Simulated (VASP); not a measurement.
# Eu (P6_3/mmc) in VASP: single point with LDA

Aim: the single point of Eu with LDA.

All numbers are computed with VASP 6.6.1; they aren't measurements. Logs are shortened: lines on timing, memory, paths and dates and some standing lists are left out, and cuts for length are marked.

### Step 1. The cell of the first run

The structure is hexagonal, space group P6_3/mmc (No. 194). The conventional cell has a = 3.162 Å, b = 3.162 Å, c = 4.790 Å, α = 90.00°, β = 90.00°, γ = 120.00°. Within 4.0 Å of Eu (site symmetry -6m2) lie 12 Eu at 3.01 to 3.16 Å.

This isn't the form of Eu at room conditions, which is bcc.

### Step 2. Single point, LDA, collinear spin, ferromagnetic start

File INCAR:

```
SYSTEM = Eu
ALGO = Normal
EDIFF = 1E-6
ENCUT = 520
GGA = CA
ISIF = 2
ISMEAR = -1
ISPIN = 2
LASPH = .True.
LCHARG = .False.
LMAXMIX = 6
LORBIT = 11
LREAL = .False.
LWAVE = .False.
MAGMOM = 7 7
NBANDS = 28
NELM = 150
PREC = Accurate
SIGMA = 0.1
```

File KPOINTS:

```
k-points
0
Gamma
  14 14 8
  0 0 0
```

File POSCAR:

```
Eu
1.0
    3.1623098485      0.0000000000      0.0000000000
   -1.5811549242      2.7386406634      0.0000000000
    0.0000000000      0.0000000000      4.7898503870
Eu
2
Direct
    0.3333333333      0.6666666667      0.2500000000
    0.6666666667      0.3333333333      0.7500000000
```

Potentials or basis: VASP PAW PBE potentials, release 64 (Eu).

The run is started by

```
$ cat potpaw_PBE.64/Eu/POTCAR > POTCAR
$ mpirun -np 1 vasp_std > vasp.out
```

OUTCAR:

```text
SYSTEM = Eu
   EDIFF = 1E-6
   ENCUT = 520
   GGA = CA
   ISIF = 2
   ISMEAR = -1
   ISPIN = 2
   LASPH = .True.
   LORBIT = 11
   LREAL = .False.
   NELM = 150
   PREC = Accurate

 ion  position               nearest neighbor table
   1  0.333  0.667  0.250-   2 3.01   2 3.01   2 3.01   2 3.01   2 3.01   2 3.01
   2  0.667  0.333  0.750-   1 3.01   1 3.01   1 3.01   1 3.01   1 3.01   1 3.01

  LATTYP: Found a hexagonal cell.
 ALAT       =     3.1623098485
 C/A-ratio  =     1.5146682699

  Lattice vectors:

 A1 = (   3.1623098485,   0.0000000000,   0.0000000000)
 A2 = (  -1.5811549242,   2.7386406634,   0.0000000000)
 A3 = (   0.0000000000,   0.0000000000,   4.7898503870)

Analysis of symmetry for initial positions (statically):
=====================================================================
 Subroutine PRICEL returns:
 Original cell was already a primitive cell.

 Routine SETGRP: Setting up the symmetry group for a
 hexagonal supercell.

 Subroutine GETGRP returns: Found 24 space group operations
 (whereof 12 operations were pure point group operations)
 out of a pool of 24 trial point group operations.

The static configuration has the point symmetry D_3d.
 The point group associated with its full space group is D_6h.

Analysis of symmetry for dynamics (positions and initial velocities):
=====================================================================
 Subroutine PRICEL returns:
 Original cell was already a primitive cell.

 Routine SETGRP: Setting up the symmetry group for a
 hexagonal supercell.

 Subroutine GETGRP returns: Found 24 space group operations
 (whereof 12 operations were pure point group operations)
 out of a pool of 24 trial point group operations.

The dynamic configuration has the point symmetry D_3d.
 The point group associated with its full space group is D_6h.

Analysis of structural, dynamic, and magnetic symmetry:
=====================================================================
 Subroutine PRICEL returns:
 Original cell was already a primitive cell.

 Routine SETGRP: Setting up the symmetry group for a
 hexagonal supercell.

 Subroutine GETGRP returns: Found 24 space group operations
 (whereof 12 operations were pure point group operations)
 out of a pool of 24 trial point group operations.

The overall configuration has the point symmetry D_3d.
 The point group associated with its full space group is D_6h.

 Subroutine INISYM returns: Found 24 space group operations
[... 112 lines left out ...]
   ISMEAR =    -1;   SIGMA  =   0.10  broadening in eV -4-tet -1-fermi 0-gaus
   EFERMI_NEDOS =   21; number of points for ismear=-14 and -15
   IALGO  =     38    algorithm
   IMIX   =      4    mixing-type and parameters
     AMIX     =   0.40;   BMIX     =  1.00
     AMIX_MAG =   1.60;   BMIX_MAG =  1.00
  volume/ion in A,a.u.               =      20.74       139.97
  Fermi-wavevector in a.u.,A,eV,Ry     =   1.532077  2.895206 31.936421  2.347261
  Thomas-Fermi vector in A             =   2.639333
   LORBIT       =     11    0 simple, 1 ext, 2 COOP (PROOUT), +10 PAW based schemes
   GGA     = CA    functional components
   LHFCALC =     F    Hartree Fock is set to
   AEXX    =    0.0000 exact exchange contribution
   IVDW    =     0    specifies the selected vdW correction
   LEPSILON=     F    determine dielectric tensor
   LRPA    =     F    only Hartree local field effects (RPA)
 spin polarized calculation
  energy-cutoff  :      520.00
  volume of cell :       41.48
 maximum number of plane-waves:      1134
 NGX is ok and might be reduce to    24
   NGX = 11   NGY = 11   NGZ = 17

 number of electron      34.0000006 magnetization      14.0462651

 Free energy of the ion-electron system (eV)
  ---------------------------------------------------
  ext. energy  EPLUGINS =         0.00000000
  ---------------------------------------------------
  free energy    TOTEN  =       -21.65882627 eV

  energy without entropy =      -21.56373725  energy(sigma->0) =      -21.61128176

 E-fermi :   5.4194     XC(G=0): -12.5166

 val. band max:        5.4132575703   @ k =   0.2857   0.2143   0.1250
 cond. band min:       5.4238564040   @ k =   0.1429   0.1429   0.2500
 fundamental gap:      0.0105988337
 Fermi energy:         5.4194344135

 spin component 1

 k-point     1 :       0.0000    0.0000    0.0000
  band No.  band energies     occupation
      1     -36.2242      1.00000
      2     -35.5095      1.00000
      3     -16.7566      1.00000
      4     -13.9635      1.00000
      5     -13.9635      1.00000
      6     -13.3797      1.00000
[... 733 lines left out ...]
     27       7.5120      0.00000
     28       8.0574      0.00000

 [... further k-points ...]

 spin component 2

 k-point     1 :       0.0000    0.0000    0.0000
  band No.  band energies     occupation
      1     -33.5367      1.00000
      2     -32.7136      1.00000
      3     -14.8829      1.00000
      4     -11.7628      1.00000
      5     -11.7628      1.00000
      6     -11.1194      1.00000
[... 733 lines left out ...]
     27       9.5249      0.00000
     28       9.8924      0.00000

 [... further k-points ...]
[... 5 lines left out ...]
  --------------------------------------------------------------------------------------
  -------------------------------------------------------------------------------------
  Total        5.6883993      5.6883993      5.6808652      0.0000000     -0.0000000     -0.0000000
  in kB      219.7046433    219.7046433    219.4136515      0.0000000     -0.0000000     -0.0000000
  external PRESSURE =     219.6076461 kB  Pullay stress =       0.0000000 kB

 VOLUME and BASIS-vectors are now :
 -----------------------------------------------------------------------------
  energy-cutoff  :      520.00
  volume of cell :       41.48
      direct lattice vectors                 reciprocal lattice vectors
     3.162309849  0.000000000  0.000000000     0.316224547  0.182572327  0.000000000
    -1.581154924  2.738640663  0.000000000     0.000000000  0.365144655  0.000000000
     0.000000000  0.000000000  4.789850387     0.000000000  0.000000000  0.208774788

 POSITION                                       TOTAL-FORCE (eV/Angst)
 -----------------------------------------------------------------------------------
     -0.00000      1.82576      1.19746        -0.000000     -0.000000      0.000000
      1.58115      0.91288      3.59239         0.000000      0.000000      0.000000
 -----------------------------------------------------------------------------------
    total drift:                               -0.000000      0.000000     -0.000000

  FREE ENERGIE OF THE ION-ELECTRON SYSTEM (eV)
  ---------------------------------------------------
  free  energy   TOTEN  =       -21.6588262692 eV

  energy  without entropy=      -21.5637372500  energy(sigma->0) =      -21.61128176

 total charge

# of ion       s       p       d       f       tot
--------------------------------------------------
    1        2.117   5.596   0.895   6.494  15.102
    2        2.117   5.596   0.895   6.494  15.102
--------------------------------------------------
tot          4.234  11.192   1.791  12.987  30.204

 magnetization (x)

# of ion       s       p       d       f       tot
--------------------------------------------------
    1        0.022  -0.045   0.224   6.425   6.627
    2        0.022  -0.045   0.224   6.425   6.627
--------------------------------------------------
tot          0.044  -0.090   0.449  12.851  13.254
```

stdout:

```text
POSCAR found type information on POSCAR Eu
 POSCAR found :  1 types and       2 ions
 scaLAPACK will be used
 -----------------------------------------------------------------------------
|                                                                             |
|                                                                             |
|     You enforced a specific xc type in the INCAR file but a different       |
|     I HOPE YOU KNOW WHAT YOU ARE DOING!                                     |
|                                                                             |
 -----------------------------------------------------------------------------

 LDA part: xc-table for (Slater(with rela. corr.)+CA(PZ))
 , standard interpolation
 POSCAR, INCAR and KPOINTS ok, starting setup
 FFT: planning ... GRIDC
 FFT: planning ... GRID_SOFT
 FFT: planning ... GRID
 WAVECAR not read
 entering main loop
```

It took 6.9 min on 1 thread of Intel Xeon Platinum 8259CL at 2.50GHz (Skylake/Cascade Lake), shared host; peak memory 0.31 GiB.

Results:

```
Free energy                                           : -21.6588 eV
Pressure                                              : 22.0 GPa
Net moment                                            : 14.05 μB per cell
Site moments                                          : Eu +6.63 μB
Valence electrons inside the program's atomic spheres : Eu 15.10
```

Caveat: the cell stands under pressure; the PAW data sets were made with another functional, which shifts forces and pressure a little; spin-orbit coupling is left out, which moves the levels of the heavy elements; semilocal functionals describe open f shells poorly, which spoils levels, moments and volumes. The state reached can hang on the start; a lower one may exist.
